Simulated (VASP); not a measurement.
# SnO (Fm-3m) in VASP: a series of runs

SnO is run at these levels: PBE; tasks: single point.

Everything below comes from runs of VASP 6.6.1. Logs are shortened: lines on timing, memory, paths and dates and some standing lists are left out, and cuts for length are marked.

### 1 The cell of the first run

Symmetry: Fm-3m, No. 225, cubic system. The conventional cell has a = 5.013 Å, b = 5.013 Å, c = 5.013 Å, α = 90.00°, β = 90.00°, γ = 90.00°. Within 3.3 Å of Sn (site symmetry m-3m) lie 6 O at 2.51 Å. O (site symmetry m-3m) has 6 Sn at 2.51 Å within 3.3 Å.

### 2 Single point, PBE (volume changed by -6%)

File INCAR:

```
SYSTEM = SnO
PREC = Accurate
ENCUT = 520
EDIFF = 1E-6
ISMEAR = -1
SIGMA = 0.02
LREAL = .False.
LASPH = .True.
NELM = 60
ALGO = Normal
ISIF = 2
LWAVE = .False.
LCHARG = .False.
GGA = PE
NBANDS = 17
```

File KPOINTS:

```
Automatic mesh
0
Gamma
  8 8 8
  0 0 0
```

File POSCAR:

```
SnO
1.0
    0.0000000000      2.5065567712      2.5065567712
    2.5065567712      0.0000000000      2.5065567712
    2.5065567712      2.5065567712      0.0000000000
Sn O
1 1
Direct
    0.0000000000      0.0000000000      0.0000000000
    0.5000000000      0.5000000000      0.5000000000
```

Potentials or basis: VASP PAW PBE potentials, release 64 (Sn_d, O).

Started as:

```console
$ cat potpaw_PBE.64/Sn_d/POTCAR potpaw_PBE.64/O/POTCAR > POTCAR
$ mpirun -np 1 vasp_std > vasp.out
```

OUTCAR:

```text
SYSTEM = SnO
   PREC = Accurate
   ENCUT = 520
   EDIFF = 1E-6
   ISMEAR = -1
   LREAL = .False.
   LASPH = .True.
   NELM = 60
   ISIF = 2
   GGA = PE

 ion  position               nearest neighbor table
   1  0.000  0.000  0.000-   2 2.51   2 2.51   2 2.51   2 2.51   2 2.51   2 2.51
   2  0.500  0.500  0.500-   1 2.51   1 2.51   1 2.51   1 2.51   1 2.51   1 2.51

  LATTYP: Found a face centered cubic cell.
 ALAT       =     5.0131135424

  Lattice vectors:

 A1 = (   0.0000000000,   2.5065567712,   2.5065567712)
 A2 = (   2.5065567712,   0.0000000000,   2.5065567712)
 A3 = (   2.5065567712,   2.5065567712,   0.0000000000)

Analysis of symmetry for initial positions (statically):
=====================================================================
 Subroutine PRICEL returns:
 Original cell was already a primitive cell.

 Routine SETGRP: Setting up the symmetry group for a
 face centered cubic supercell.

 Subroutine GETGRP returns: Found 48 space group operations
[... 9 lines left out ...]

 Routine SETGRP: Setting up the symmetry group for a
 face centered cubic supercell.

 Subroutine GETGRP returns: Found 48 space group operations
[... 11 lines left out ...]
                                     Primitive cell

  volume of cell :      31.4965

  direct lattice vectors                    reciprocal lattice vectors
     0.000000000  2.506556771  2.506556771    -0.199476830  0.199476830  0.199476830
     2.506556771  0.000000000  2.506556771     0.199476830 -0.199476830  0.199476830
     2.506556771  2.506556771  0.000000000     0.199476830  0.199476830 -0.199476830

  length of vectors
     3.544806581  3.544806581  3.544806581     0.345504005  0.345504005  0.345504005

  position of ions in fractional coordinates (direct lattice)
     0.000000000  0.000000000  0.000000000
     0.500000000  0.500000000  0.500000000

  ion indices of the primitive-cell ions
   primitive index   ion index
                 1           1
                 2           2

----------------------------------------------------------------------------------------

 KPOINTS: Automatic mesh

Automatic generation of k-mesh.
 Grid dimensions read from file:
 generate k-points for:    8    8    8

 Generating k-lattice:

  Cartesian coordinates                     Fractional coordinates (reciprocal lattice)
    -0.024934604  0.024934604  0.024934604     0.125000000  0.000000000  0.000000000
     0.024934604 -0.024934604  0.024934604     0.000000000  0.125000000  0.000000000
     0.024934604  0.024934604 -0.024934604     0.000000000  0.000000000  0.125000000

  Length of vectors
     0.043188001  0.043188001  0.043188001

  Shift w.r.t. Gamma in fractional coordinates (k-lattice)
     0.000000000  0.000000000  0.000000000

 Subroutine IBZKPT returns following result:
 ===========================================

 Found     29 irreducible k-points:

 Following reciprocal coordinates:
            Coordinates               Weight
  0.000000  0.000000  0.000000      1.000000
  0.125000  0.000000  0.000000      8.000000
  0.250000  0.000000  0.000000      8.000000
  0.375000  0.000000  0.000000      8.000000
  0.500000  0.000000  0.000000      4.000000
  0.125000  0.125000  0.000000      6.000000
[... 16 lines left out ...]
  0.500000  0.250000  0.125000     48.000000
 -0.375000  0.250000  0.125000     24.000000
 [... further k-points ...]
   k-points           NKPTS =     29   k-points in BZ     NKDIM =     29   number of bands    NBANDS=     17
   number of dos      NEDOS =    301   number of ions     NIONS =      2
   total plane-waves  NPLWV =  21952
   dimension x,y,z NGX =    28 NGY =   28 NGZ =   28
   dimension x,y,z NGXF=    56 NGYF=   56 NGZF=   56
   ions per type =               1   1
   NGX,Y,Z   is equivalent  to a cutoff of  13.13, 13.13, 13.13 a.u.
   NGXF,Y,Z  is equivalent  to a cutoff of  26.26, 26.26, 26.26 a.u.
 SYSTEM =  SnO
   PREC   = accura    normal or accurate (medium, high low for compatibility)
   ISTART =      0    job   : 0-new  1-cont  2-samecut
   ICHARG =      2    charge: 1-file 2-atom 10-const
   ISPIN  =      1    spin polarized calculation?
   LNONCOLLINEAR =      F non collinear calculations
   LSORBIT =      F    spin-orbit coupling
   LASPH  =      T    aspherical Exc in radial PAW
   ENCUT  =  520.0 eV  38.22 Ry    6.18 a.u.   6.59  6.59  6.59*2*pi/ulx,y,z
   NELM   =     60;   NELMIN=  2; NELMDL= -5     # of ELM steps
   EDIFF  = 0.1E-05   stopping-criterion for ELM
   LREAL  =      F    real-space projection
[... 7 lines left out ...]
   TEBEG  =    0.0;   TEEND  =   0.0 temperature during run
   PSTRESS=    0.0 pullay stress
   NELECT =      20.0000    total number of electrons
   NUPDOWN=      -1.0000    fix difference up-down
   EMIN   =  10.00;   EMAX   =-10.00  energy-range for DOS
   EFERMI =   0.00;   METHOD = LEGACY
   ISMEAR =    -1;   SIGMA  =   0.02  broadening in eV -4-tet -1-fermi 0-gaus
   EFERMI_NEDOS =   21; number of points for ismear=-14 and -15
   IALGO  =     38    algorithm
   IMIX   =      4    mixing-type and parameters
     AMIX     =   0.40;   BMIX     =  1.00
     AMIX_MAG =   1.60;   BMIX_MAG =  1.00
  volume/ion in A,a.u.               =      15.75       106.27
  Fermi-wavevector in a.u.,A,eV,Ry     =   1.407118  2.659068 26.939290  1.979982
  Thomas-Fermi vector in A             =   2.529410
   LORBIT       =      0    0 simple, 1 ext, 2 COOP (PROOUT), +10 PAW based schemes
   GGA     = PE    functional components
   LHFCALC =     F    Hartree Fock is set to
   AEXX    =    0.0000 exact exchange contribution
   IVDW    =     0    specifies the selected vdW correction
   LEPSILON=     F    determine dielectric tensor
   LRPA    =     F    only Hartree local field effects (RPA)
 non-spin polarized calculation
  energy-cutoff  :      520.00
  volume of cell :       31.50
 maximum number of plane-waves:       877
 NGX is ok and might be reduce to    28
   NGX = 13   NGY = 13   NGZ = 13

 number of electron      20.0000005 magnetization

 Free energy of the ion-electron system (eV)
  ---------------------------------------------------
  ext. energy  EPLUGINS =         0.00000000
  ---------------------------------------------------
  free energy    TOTEN  =       -10.44050699 eV

  energy without entropy =      -10.44050699  energy(sigma->0) =      -10.44050699

 E-fermi :   8.5685     XC(G=0): -11.0333

 val. band max:        8.1127960520   @ k =  -0.2500   0.2500   0.0000
 cond. band min:       9.0090229264   @ k =   0.5000   0.1250   0.0000
 fundamental gap:      0.8962268744
 Fermi energy:         8.5684610101

 k-point     1 :       0.0000    0.0000    0.0000
  band No.  band energies     occupation
      1     -13.2056      2.00000
      2     -13.2056      2.00000
      3     -13.2056      2.00000
      4     -13.1334      2.00000
      5     -13.1334      2.00000
      6     -10.6566      2.00000
[... 9 lines left out ...]
     16      18.5105      0.00000
     17      18.6523      0.00000

 k-point     2 :       0.1250    0.0000    0.0000
  band No.  band energies     occupation
      1     -13.2049      2.00000
      2     -13.1982      2.00000
      3     -13.1982      2.00000
      4     -13.1357      2.00000
      5     -13.1357      2.00000
      6     -10.5637      2.00000
[... 9 lines left out ...]
     16      19.1596      0.00000
     17      21.5686      0.00000

 k-point     3 :       0.2500    0.0000    0.0000
  band No.  band energies     occupation
      1     -13.2040      2.00000
      2     -13.1910      2.00000
      3     -13.1910      2.00000
      4     -13.1305      2.00000
      5     -13.1305      2.00000
      6     -10.3273      2.00000
[... 9 lines left out ...]
     16      20.3459      0.00000
     17      23.9195      0.00000

 k-point     4 :       0.3750    0.0000    0.0000
  band No.  band energies     occupation
      1     -13.2039      2.00000
      2     -13.1981      2.00000
      3     -13.1981      2.00000
      4     -13.1108      2.00000
      5     -13.1108      2.00000
      6     -10.0717      2.00000
[... 9 lines left out ...]
     16      21.7584      0.00000
     17      23.5627      0.00000

 k-point     5 :       0.5000    0.0000    0.0000
  band No.  band energies     occupation
      1     -13.2041      2.00000
      2     -13.2031      2.00000
      3     -13.2031      2.00000
      4     -13.1006      2.00000
      5     -13.1006      2.00000
      6      -9.9595      2.00000
[... 9 lines left out ...]
     16      22.6638      0.00000
     17      22.9590      0.00000

 k-point     6 :       0.1250    0.1250    0.0000
  band No.  band energies     occupation
      1     -13.2133      2.00000
      2     -13.1901      2.00000
      3     -13.1901      2.00000
      4     -13.1548      2.00000
      5     -13.1267      2.00000
      6     -10.5246      2.00000
[... 9 lines left out ...]
     16      20.4581      0.00000
     17      21.5634      0.00000

 k-point     7 :       0.2500    0.1250    0.0000
  band No.  band energies     occupation
      1     -13.2154      2.00000
      2     -13.1889      2.00000
      3     -13.1768      2.00000
      4     -13.1667      2.00000
      5     -13.1188      2.00000
      6     -10.3162      2.00000
[... 9 lines left out ...]
     16      21.7149      0.00000
     17      24.1646      0.00000

 k-point     8 :       0.3750    0.1250    0.0000
  band No.  band energies     occupation
      1     -13.2214      2.00000
      2     -13.2006      2.00000
      3     -13.1786      2.00000
      4     -13.1475      2.00000
      5     -13.1042      2.00000
      6     -10.0459      2.00000
[... 9 lines left out ...]
     16      22.6868      0.00000
     17      24.5024      0.00000
[... 203 lines left out ...]
      1     -13.4075      2.00000
      2     -13.2446      2.00000
      3     -13.1077      2.00000
      4     -13.1072      2.00000
      5     -13.0918      2.00000
      6      -9.4699      2.00000
[... 9 lines left out ...]
     16      25.4702      0.00000
     17      26.4686      0.00000

 k-point    20 :      -0.3750    0.3750    0.0000
  band No.  band energies     occupation
      1     -13.3671      2.00000
      2     -13.2160      2.00000
      3     -13.1272      2.00000
      4     -13.1172      2.00000
      5     -13.1090      2.00000
      6      -9.4921      2.00000
[... 9 lines left out ...]
     16      24.3210      0.00000
     17      24.6024      0.00000

 k-point    21 :       0.5000    0.5000    0.0000
  band No.  band energies     occupation
      1     -13.4457      2.00000
      2     -13.2578      2.00000
      3     -13.0939      2.00000
      4     -13.0939      2.00000
      5     -13.0875      2.00000
      6      -9.3858      2.00000
[... 9 lines left out ...]
     16      27.0399      0.00000
     17      28.4146      0.00000

 k-point    22 :       0.3750    0.2500    0.1250
  band No.  band energies     occupation
      1     -13.2277      2.00000
      2     -13.2151      2.00000
      3     -13.1657      2.00000
      4     -13.1528      2.00000
      5     -13.1130      2.00000
      6     -10.0731      2.00000
[... 9 lines left out ...]
     16      22.2501      0.00000
     17      24.3709      0.00000

 k-point    23 :       0.5000    0.2500    0.1250
  band No.  band energies     occupation
      1     -13.2614      2.00000
      2     -13.2008      2.00000
      3     -13.1664      2.00000
      4     -13.1412      2.00000
      5     -13.1095      2.00000
      6      -9.8193      2.00000
[... 9 lines left out ...]
     16      23.0945      0.00000
     17      25.1098      0.00000

 k-point    24 :      -0.3750    0.2500    0.1250
  band No.  band energies     occupation
      1     -13.2740      2.00000
      2     -13.1924      2.00000
      3     -13.1566      2.00000
      4     -13.1535      2.00000
      5     -13.1043      2.00000
      6      -9.7105      2.00000
[... 9 lines left out ...]
     16      23.6173      0.00000
     17      25.5949      0.00000

 [... further k-points ...]

------------------------ aborting loop because EDIFF is reached ----------------------------------------

  FORCE on cell =-STRESS in cart. coord.  units (eV):
  Direction    XX          YY          ZZ          XY          YZ          ZX
  --------------------------------------------------------------------------------------
  -------------------------------------------------------------------------------------
  Total        1.2601981      1.2601981      1.2601981      0.0000000      0.0000000      0.0000000
  in kB       64.1042443     64.1042443     64.1042443      0.0000000      0.0000000      0.0000000
  external PRESSURE =      64.1042443 kB  Pullay stress =       0.0000000 kB

 VOLUME and BASIS-vectors are now :
 -----------------------------------------------------------------------------
  energy-cutoff  :      520.00
  volume of cell :       31.50
      direct lattice vectors                 reciprocal lattice vectors
     0.000000000  2.506556771  2.506556771    -0.199476830  0.199476830  0.199476830
     2.506556771  0.000000000  2.506556771     0.199476830 -0.199476830  0.199476830
     2.506556771  2.506556771  0.000000000     0.199476830  0.199476830 -0.199476830

 POSITION                                       TOTAL-FORCE (eV/Angst)
 -----------------------------------------------------------------------------------
      0.00000      0.00000      0.00000        -0.000000     -0.000000     -0.000000
      2.50656      2.50656      2.50656         0.000000      0.000000      0.000000
 -----------------------------------------------------------------------------------
    total drift:                                0.000000      0.000000      0.000000

  FREE ENERGIE OF THE ION-ELECTRON SYSTEM (eV)
  ---------------------------------------------------
  free  energy   TOTEN  =       -10.4405069934 eV

  energy  without entropy=      -10.4405069934  energy(sigma->0) =      -10.44050699
```

Run time: 9.8 s. Hardware: 1 thread of Intel Xeon 6975P-C (Granite Rapids), shared host; peak memory 0.15 GiB.

Results:

```yaml
Free_energy: -10.4405 eV
Pressure: 6.4 GPa
Band_gap_on_the_k_mesh: 0.90 eV, indirect (least direct gap 1.00 eV)
```

Levels at points of the mesh, in eV from the valence-band top:
| k point | band 6 | band 7 | band 8 | band 9 | band 10 | band 11 | band 12 | band 13 | band 14 | band 15 |
| --- | --- | --- | --- | --- | --- | --- | --- | --- | --- | --- |
| (0.00, 0.00, 0.00) | -18.77 | -6.48 | -3.27 | -3.27 | -3.27 | 8.28 | 8.28 | 8.28 | 10.40 | 10.40 |
| (0.50, 0.00, 0.00) | -18.07 | -8.45 | -3.05 | -3.05 | -0.63 | 1.12 | 4.67 | 4.67 | 10.00 | 14.55 |
| (0.50, 0.50, 0.00) | -17.50 | -6.56 | -4.41 | -4.41 | -4.36 | 3.85 | 5.32 | 6.27 | 6.27 | 14.36 |

Caveat: the cell differs from its parent crystal (volume changed by -6%); spin-orbit coupling is left out, which moves the levels of the heavy elements. A k mesh can miss the band edges.

### 3 Single point, PBE

This run uses another cell than the first one, of 16.33 Å³/atom, 1.037 times its volume.

File INCAR:

```
ALGO = Normal
EDIFF = 1E-6
ENCUT = 520
GGA = PE
ISIF = 2
ISMEAR = -1
LASPH = True
LCHARG = False
LREAL = False
LWAVE = False
NBANDS = 17
NELM = 100
PREC = Accurate
SIGMA = 0.02
```

File KPOINTS:

```
k-points
0
Gamma
  8 8 8
```

File POSCAR:

```
SnO
1.0
    0.0000000000      2.5369732555      2.5369732555
    2.5369732555      0.0000000000      2.5369732555
    2.5369732555      2.5369732555      0.0000000000
Sn O
1 1
Direct
    0.0000000000      0.0000000000      0.0000000000
    0.5000000000      0.5000000000      0.5000000000
```

Potentials or basis: VASP PAW PBE potentials, release 64 (Sn_d, O).

Started as:

```console
$ cat potpaw_PBE.64/Sn_d/POTCAR potpaw_PBE.64/O/POTCAR > POTCAR
$ mpirun -np 1 vasp_std > vasp.out
```

Run time: 9.1 s. Hardware: 1 thread of Intel Xeon 6975P-C (Granite Rapids), shared host; peak memory 0.16 GiB.

It converged, with:

```yaml
Free_energy: -10.4734 eV
Pressure: 2.3 GPa
Band_gap_on_the_k_mesh: 0.89 eV, indirect (least direct gap 0.95 eV)
```

Levels at points of the mesh, in eV from the valence-band top:
```tsv
k point	band 7	band 8	band 9	band 10	band 11	band 12	band 13	band 14
(0.00, 0.00, 0.00)	-6.43	-3.03	-3.03	-3.03	8.03	8.03	8.03	10.36
(0.50, 0.00, 0.00)	-8.16	-2.82	-2.82	-0.52	1.05	4.62	4.62	9.88
(0.50, 0.50, 0.00)	-6.20	-4.36	-4.13	-4.13	3.83	5.42	6.14	6.14
```

Caveat: spin-orbit coupling is left out, which moves the levels of the heavy elements.

(Continued in part 2 of 2.)
